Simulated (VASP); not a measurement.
# NaI (Fm-3m) in VASP: a series of runs

NaI is run at these levels: PBE-based screened hybrid; tasks: single point.

Program: VASP 6.6.1. These are calculated values, not measurements. Logs are shortened: lines on timing, memory, paths and dates and some standing lists are left out, and cuts for length are marked.

### 1 The cell of the first run

Symmetry: Fm-3m, No. 225, cubic system. Conventional cell: a = 6.459 Å, b = 6.459 Å, c = 6.459 Å, α = 90.00°, β = 90.00°, γ = 90.00°. Within 4.2 Å of Na (site symmetry m-3m) lie 6 I at 3.23 Å. Within 4.2 Å of I (site symmetry m-3m) lie 6 Na at 3.23 Å.

### 2 Single point, PBE-based screened hybrid

Contents of POSCAR:

```
NaI
1.0
    0.0000000000      3.2297205553      3.2297205553
    3.2297205553      0.0000000000      3.2297205553
    3.2297205553      3.2297205553      0.0000000000
Na I
1 1
Direct
    0.0000000000      0.0000000000      0.0000000000
    0.5000000000      0.5000000000      0.5000000000
```

Contents of INCAR.step1:

```
PREC = Accurate
ENCUT = 520
EDIFF = 1E-5
ISMEAR = 0
SIGMA = 0.01
LREAL = F
LASPH = T
NELM = 80
ALGO = Normal
ISIF = 2
LWAVE = T
LCHARG = F
NBANDS = 14
GGA = PE
```

Contents of INCAR.step2:

```
PREC = Accurate
ENCUT = 520
EDIFF = 1E-6
ISMEAR = 0
SIGMA = 0.01
LREAL = F
LASPH = T
NELM = 80
ALGO = Normal
ISIF = 2
LWAVE = F
LCHARG = F
GGA = PE
LHFCALC = T
AEXX = 0.3
HFSCREEN = 0.5
PRECFOCK = Normal
NBANDS = 14
ISTART = 1
```

Contents of KPOINTS:

```
Automatic mesh
0
Gamma
  4 4 4
```

Potentials or basis: VASP PAW PBE potentials, release 64 (Na_pv, I).

The run is started by

```sh
$ cat potpaw_PBE.64/Na_pv/POTCAR potpaw_PBE.64/I/POTCAR > POTCAR
$ cp INCAR.step1 INCAR
$ mpirun -np 1 vasp_std > vasp.out
$ cp INCAR.step2 INCAR
$ mpirun -np 1 vasp_std > vasp.out
```

OUTCAR:

```text
PREC = Accurate
   ENCUT = 520
   EDIFF = 1E-6
   ISMEAR = 0
   LREAL = F
   LASPH = T
   NELM = 80
   ISIF = 2
   GGA = PE
   LHFCALC = T
   AEXX = 0.3
   HFSCREEN = 0.5
   PRECFOCK = Normal
   ISTART = 1

 ion  position               nearest neighbor table
   1  0.000  0.000  0.000-
   2  0.500  0.500  0.500-

  LATTYP: Found a face centered cubic cell.
 ALAT       =     6.4594411106

  Lattice vectors:

 A1 = (   0.0000000000,   3.2297205553,   3.2297205553)
 A2 = (   3.2297205553,   0.0000000000,   3.2297205553)
 A3 = (   3.2297205553,   3.2297205553,   0.0000000000)

Analysis of symmetry for initial positions (statically):
=====================================================================
 Subroutine PRICEL returns:
 Original cell was already a primitive cell.

 Routine SETGRP: Setting up the symmetry group for a
 face centered cubic supercell.

 Subroutine GETGRP returns: Found 48 space group operations
 (whereof 48 operations were pure point group operations)
 out of a pool of 48 trial point group operations.

The static configuration has the point symmetry O_h .

Analysis of symmetry for dynamics (positions and initial velocities):
=====================================================================
 Subroutine PRICEL returns:
 Original cell was already a primitive cell.

 Routine SETGRP: Setting up the symmetry group for a
 face centered cubic supercell.

 Subroutine GETGRP returns: Found 48 space group operations
 (whereof 48 operations were pure point group operations)
 out of a pool of 48 trial point group operations.

The dynamic configuration has the point symmetry O_h .

 Subroutine INISYM returns: Found 48 space group operations
 (whereof 48 operations are pure point group operations),
 and found     1 'primitive' translations

----------------------------------------------------------------------------------------

                                     Primitive cell

  volume of cell :      67.3790

  direct lattice vectors                    reciprocal lattice vectors
     0.000000000  3.229720555  3.229720555    -0.154812155  0.154812155  0.154812155
     3.229720555  0.000000000  3.229720555     0.154812155 -0.154812155  0.154812155
[... 83 lines left out ...]
   ISMEAR =     0;   SIGMA  =   0.01  broadening in eV -4-tet -1-fermi 0-gaus
   EFERMI_NEDOS =   21; number of points for ismear=-14 and -15
   IALGO  =     38    algorithm
   IMIX   =      1    mixing-type and parameters
     AMIX     =   0.40;   BMIX     =  1.00
     AMIX_MAG =   1.60;   BMIX_MAG =  1.00
  volume/ion in A,a.u.               =      33.69       227.35
  Fermi-wavevector in a.u.,A,eV,Ry     =   0.969637  1.832348 12.792145  0.940196
  Thomas-Fermi vector in A             =   2.099706
   LORBIT       =      0    0 simple, 1 ext, 2 COOP (PROOUT), +10 PAW based schemes
   GGA     = PE    functional components
   LHFCALC =     T    Hartree Fock is set to
   PRECFOCK=normal    Normal, Fast or Accurate (Low or Medium for compatibility)
   ENCUT4O =  -1.0   cutoff for four orbital integrals eV
   NKREDX  =     1    reduce k-point grid by
   NKREDY  =     1    reduce k-point grid by
   NKREDZ  =     1    reduce k-point grid by
   AEXX    =    0.3000 exact exchange contribution
   HFSCREEN=    0.5000 screening length (either q_TF or 0.3 A-1)
   HFSCREENC=   0.5000 screening length for correlation (either q_TF or 0.3 A-1)
   ENCUTFOCK=  -1.0 apply spherical cutoff to Coloumb kernel
   IVDW    =     0    specifies the selected vdW correction
   LEPSILON=     F    determine dielectric tensor
   LRPA    =     F    only Hartree local field effects (RPA)
 non-spin polarized calculation
 Gauss-broadening in eV      SIGMA  =   0.01
  energy-cutoff  :      520.00
  volume of cell :       67.38
 maximum number of plane-waves:      1837
 NGX is ok and might be reduce to    36
  NGX = 28; NGY = 28; NGZ = 28

 number of electron      13.9999994 magnetization

 Free energy of the ion-electron system (eV)
  ---------------------------------------------------
  ext. energy  EPLUGINS =         0.00000000
  ---------------------------------------------------
  free energy    TOTEN  =        -5.92271084 eV

  energy without entropy =       -5.92271084  energy(sigma->0) =       -5.92271084

 E-fermi :   0.4423     XC(G=0):  -6.6761

 val. band max:        0.3981836875   @ k =   0.0000   0.0000   0.0000
 cond. band min:       4.6508801278   @ k =   0.0000   0.0000   0.0000
 fundamental gap:      4.2526964403
 Fermi energy:         0.4422520423

 k-point     1 :       0.0000    0.0000    0.0000
  band No.  band energies     occupation
      1     -24.5591      2.00000
      2     -24.5591      2.00000
      3     -24.5591      2.00000
      4     -11.4407      2.00000
      5       0.3982      2.00000
      6       0.3982      2.00000
      7       0.3982      2.00000
      8       4.6509      0.00000
      9       8.9308      0.00000
     10       8.9308      0.00000
     11       8.9308      0.00000
     12      10.8422      0.00000
     13      10.8422      0.00000
     14      11.4723      0.00000
[... 105 lines left out ...]
      1     -24.5616      2.00000
      2     -24.5616      2.00000
      3     -24.5607      2.00000
      4     -11.0052      2.00000
      5      -1.0640      2.00000
      6      -1.0640      2.00000
      7      -0.5587      2.00000
      8       6.8530      0.00000
      9       8.4773      0.00000
     10       8.4773      0.00000
     11       8.9810      0.00000
     12      13.2020      0.00000
     13      13.2020      0.00000
     14      13.9414      0.00000

------------------------ aborting loop because EDIFF is reached ----------------------------------------

  FORCE on cell =-STRESS in cart. coord.  units (eV):
  Direction    XX          YY          ZZ          XY          YZ          ZX
  --------------------------------------------------------------------------------------
  -------------------------------------------------------------------------------------
  Total        0.1412557      0.1412557      0.1412557      0.0000000     -0.0000000     -0.0000000
  in kB        3.3588597      3.3588597      3.3588597      0.0000000     -0.0000000     -0.0000000
  external PRESSURE =       3.3588597 kB  Pullay stress =       0.0000000 kB

 VOLUME and BASIS-vectors are now :
 -----------------------------------------------------------------------------
  energy-cutoff  :      520.00
  volume of cell :       67.38
      direct lattice vectors                 reciprocal lattice vectors
     0.000000000  3.229720555  3.229720555    -0.154812155  0.154812155  0.154812155
     3.229720555  0.000000000  3.229720555     0.154812155 -0.154812155  0.154812155
     3.229720555  3.229720555  0.000000000     0.154812155  0.154812155 -0.154812155

 POSITION                                       TOTAL-FORCE (eV/Angst)
 -----------------------------------------------------------------------------------
      0.00000      0.00000      0.00000         0.000000     -0.000000      0.000000
      3.22972      3.22972      3.22972        -0.000000      0.000000     -0.000000
 -----------------------------------------------------------------------------------
    total drift:                               -0.000001      0.000001      0.000002

  FREE ENERGIE OF THE ION-ELECTRON SYSTEM (eV)
  ---------------------------------------------------
  free  energy   TOTEN  =        -5.9227108389 eV

  energy  without entropy=       -5.9227108389  energy(sigma->0) =       -5.92271084
```

OUTCAR.step1:

```text
PREC = Accurate
   ENCUT = 520
   EDIFF = 1E-5
   ISMEAR = 0
   LREAL = F
   LASPH = T
[... 338 lines left out ...]
 -----------------------------------------------------------------------------------
      0.00000      0.00000      0.00000         0.000000     -0.000000      0.000000
      3.22972      3.22972      3.22972        -0.000000      0.000000     -0.000000
 -----------------------------------------------------------------------------------
    total drift:                                0.000000      0.000000      0.000000

  FREE ENERGIE OF THE ION-ELECTRON SYSTEM (eV)
  ---------------------------------------------------
  free  energy   TOTEN  =        -5.3779572290 eV

  energy  without entropy=       -5.3779572290  energy(sigma->0) =       -5.37795723
```

OSZICAR.step1:

```text
N       E                     dE             d eps       ncg     rms          rms(c)
DAV:   1     0.860464971122E+02    0.86046E+02   -0.64767E+03   224   0.876E+02
DAV:   2     0.817068451286E+00   -0.85229E+02   -0.80672E+02   242   0.228E+02
DAV:   3    -0.529731408563E+01   -0.61144E+01   -0.60799E+01   302   0.591E+01
DAV:   4    -0.544312147754E+01   -0.14581E+00   -0.14578E+00   270   0.953E+00
DAV:   5    -0.544603423535E+01   -0.29128E-02   -0.29127E-02   310   0.125E+00    0.163E+00
DAV:   6    -0.538457209464E+01    0.61462E-01   -0.69704E-02   248   0.155E+00    0.111E+00
DAV:   7    -0.537587033576E+01    0.87018E-02   -0.64678E-02   278   0.131E+00    0.618E-01
DAV:   8    -0.537797629073E+01   -0.21060E-02   -0.52889E-03   242   0.582E-01    0.182E-01
DAV:   9    -0.537794061455E+01    0.35676E-04   -0.21267E-04   278   0.128E-01    0.388E-02
DAV:  10    -0.537795635185E+01   -0.15737E-04   -0.36771E-05   266   0.613E-02    0.986E-03
DAV:  11    -0.537795722900E+01   -0.87715E-06   -0.39128E-06   246   0.206E-02
   1 F= -.53779572E+01 E0= -.53779572E+01  d E =-.814026E-12
```

It took 7 min on 1 thread of AMD EPYC 7R13 (Zen 3), shared host; peak memory 0.28 GiB.

Results:

```
Free energy            : -5.9227 eV
Pressure               : 0.3 GPa
Band gap on the k mesh : 4.25 eV, direct
```

Levels at points of the mesh, in eV from the valence-band top:
```csv
k point,band 3,band 4,band 5,band 6,band 7,band 8,band 9,band 10,band 11,band 12
"(0.00, 0.00, 0.00)",-24.96,-11.84,0.00,0.00,0.00,4.25,8.53,8.53,8.53,10.44
"(0.50, 0.00, 0.00)",-24.96,-11.50,-2.25,-0.30,-0.30,5.65,8.06,8.06,9.55,11.01
"(0.50, 0.50, 0.00)",-24.96,-11.41,-1.98,-0.78,-0.78,5.09,6.07,10.63,12.13,12.13
```

Caveat: the k points lie up to 0.42 Å⁻¹ apart; the PAW data sets were made with another functional, which shifts forces and pressure a little; spin-orbit coupling is left out, which moves the levels of the heavy elements.

### 3 Single point, PBE-based screened hybrid

POSCAR is that of step 2.

Contents of INCAR.step1:

```
  ALGO = Normal
  EDIFF = 1E-5
  ENCUT = 520
  GGA = PE
  ISIF = 2
  ISMEAR = 0
  LASPH = True
  LCHARG = False
  LREAL = False
  LWAVE = True
  NBANDS = 14
  NELM = 80
  PREC = Accurate
  SIGMA = 0.01
```

Contents of INCAR.step2:

```
  AEXX = 0.15
  ALGO = Normal
  EDIFF = 1E-6
  ENCUT = 520
  GGA = PE
  HFSCREEN = 0.3
  ISIF = 2
  ISMEAR = 0
  ISTART = 1
  LASPH = True
  LCHARG = False
  LHFCALC = True
  LREAL = False
  LWAVE = False
  NBANDS = 14
  NELM = 80
  PREC = Accurate
  PRECFOCK = Normal
  SIGMA = 0.01
```

Contents of KPOINTS:

```
k-points
0
Gamma
  4 4 4
```

Potentials or basis: VASP PAW PBE potentials, release 64 (Na_pv, I).

The run is started by

```sh
$ cat potpaw_PBE.64/Na_pv/POTCAR potpaw_PBE.64/I/POTCAR > POTCAR
$ cp INCAR.step1 INCAR
$ mpirun -np 1 vasp_std > vasp.out
$ cp INCAR.step2 INCAR
$ mpirun -np 1 vasp_std > vasp.out
```

Wall time 4.7 min (1 thread of AMD EPYC 7R13 (Zen 3), shared host); peak memory 0.29 GiB.

Results (log left out):

```
Free energy            : -5.7942 eV
Pressure               : 0.4 GPa
Band gap on the k mesh : 4.14 eV, direct
```

Levels at points of the mesh, in eV from the valence-band top:
```tsv
k point	band 3	band 4	band 5	band 6	band 7	band 8	band 9	band 10	band 11	band 12
(0.00, 0.00, 0.00)	-23.81	-11.56	0.00	0.00	0.00	4.14	8.43	8.43	8.43	10.33
(0.50, 0.00, 0.00)	-23.81	-11.22	-2.27	-0.30	-0.30	5.55	7.96	7.96	9.40	10.88
(0.50, 0.50, 0.00)	-23.81	-11.13	-1.99	-0.78	-0.78	4.98	5.98	10.49	11.97	11.97
```

Caveat: the k points lie up to 0.42 Å⁻¹ apart; the PAW data sets were made with another functional, which shifts forces and pressure a little; spin-orbit coupling is left out, which moves the levels of the heavy elements.

### 4 Single point, PBE-based screened hybrid

POSCAR is that of step 3.

Contents of INCAR.step1:

```
SYSTEM = NaI
ALGO = Normal
EDIFF = 1E-5
ENCUT = 520
GGA = PE
ISIF = 2
ISMEAR = 0
LASPH = .True.
LCHARG = .False.
LREAL = .False.
LWAVE = .True.
NBANDS = 14
NELM = 100
PREC = Accurate
SIGMA = 0.01
```

Contents of INCAR.step2:

```
SYSTEM = NaI
AEXX = 0.4
ALGO = Normal
EDIFF = 1E-6
ENCUT = 520
GGA = PE
HFSCREEN = 0.5
ISIF = 2
ISMEAR = 0
ISTART = 1
LASPH = .True.
LCHARG = .False.
LHFCALC = .True.
LREAL = .False.
LWAVE = .False.
NBANDS = 14
NELM = 100
PREC = Accurate
PRECFOCK = Normal
SIGMA = 0.01
```

Contents of KPOINTS:

```
k-points
0
Gamma
  4 4 4
  0 0 0
```

The run is started by

```sh
$ cat potpaw_PBE.64/Na_pv/POTCAR potpaw_PBE.64/I/POTCAR > POTCAR
$ cp INCAR.step1 INCAR
$ mpirun -np 1 vasp_std > vasp.out
$ cp INCAR.step2 INCAR
$ mpirun -np 1 vasp_std > vasp.out
```

It took 5.2 min on 1 thread of AMD EPYC 7R13 (Zen 3), shared host; peak memory 0.28 GiB.

The run converged. Its results:

| Property | Result |
| --- | --- |
| Free energy | -6.1212 eV |
| Pressure | 0.3 GPa |
| Band gap on the k mesh | 4.45 eV, direct |

Levels at points of the mesh, in eV from the valence-band top:
| k point | band 5 | band 6 | band 7 | band 8 | band 9 | band 10 |
| --- | --- | --- | --- | --- | --- | --- |
| (0.00, 0.00, 0.00) | 0.00 | 0.00 | 0.00 | 4.45 | 8.74 | 8.74 |
| (0.50, 0.00, 0.00) | -2.27 | -0.30 | -0.30 | 5.83 | 8.27 | 8.27 |
| (0.50, 0.50, 0.00) | -2.00 | -0.79 | -0.79 | 5.29 | 6.25 | 10.87 |

Caveat: the k points lie up to 0.42 Å⁻¹ apart; the PAW data sets were made with another functional, which shifts forces and pressure a little; spin-orbit coupling is left out, which moves the levels of the heavy elements.

### 5 The runs side by side

| share of exact exchange | screening parameter | gap on the mesh (eV) | pressure (GPa) |
| --- | --- | --- | --- |
| 0.3 | 0.5 1/Å | 4.25 | 0.3 |
| 0.15 | 0.3 1/Å | 4.14 | 0.4 |
| 0.4 | 0.5 1/Å | 4.45 | 0.3 |

Alike in all rows: task single point; level PBE-based screened hybrid; potentials or basis VASP PAW PBE potentials, release 64 (Na_pv, I); no spin polarisation; cell as given; k mesh 4 × 4 × 4; cutoff (eV) 520; smearing gaussian 0.01 eV.

Caveats: all runs use coarse meshes; the PAW data sets were made with another functional, which shifts forces and pressure a little; spin-orbit coupling is left out, which moves the levels of the heavy elements.

Absolute energies hang on the potentials; compare differences alone.
